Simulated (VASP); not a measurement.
Crystal: SrCl2.

```
Sr Cl
1.0
     2.45672    1.41839    4.01532
    -2.45672    1.41839    4.01532
     0.00000   -2.83678    4.01532
Sr Cl
1 2
Cartesian
  0.0000 0.0000 0.0000
  0.0000 0.0000 3.0109
  0.0000 0.0000 9.0350
```

Base run:

* Program: VASP 6.6.1
* Functional: r2SCAN
* Potentials or basis: VASP PAW PBE potentials, release 64 (Sr_sv, Cl)
* Cutoff: 550 eV
* k mesh: 4 × 4 × 4
* Occupations: gaussian, width 0.01 eV
* Spin: no spin polarisation

Its results: band gap on the k mesh 5.98 eV; pressure 0.8 GPa.

Task: The run is repeated on the same cell with these changes: k mesh from 4 × 4 × 4 to 8 × 8 × 1. What comes out?

Result: Band gap on the k mesh 6.01 eV; pressure 0.1 GPa.

Caveats: some runs use coarse meshes; the PAW data sets were made with another functional, which shifts forces and pressure a little; an odd mesh through Γ misses points on the zone boundary, where band edges can lie (at least some runs).
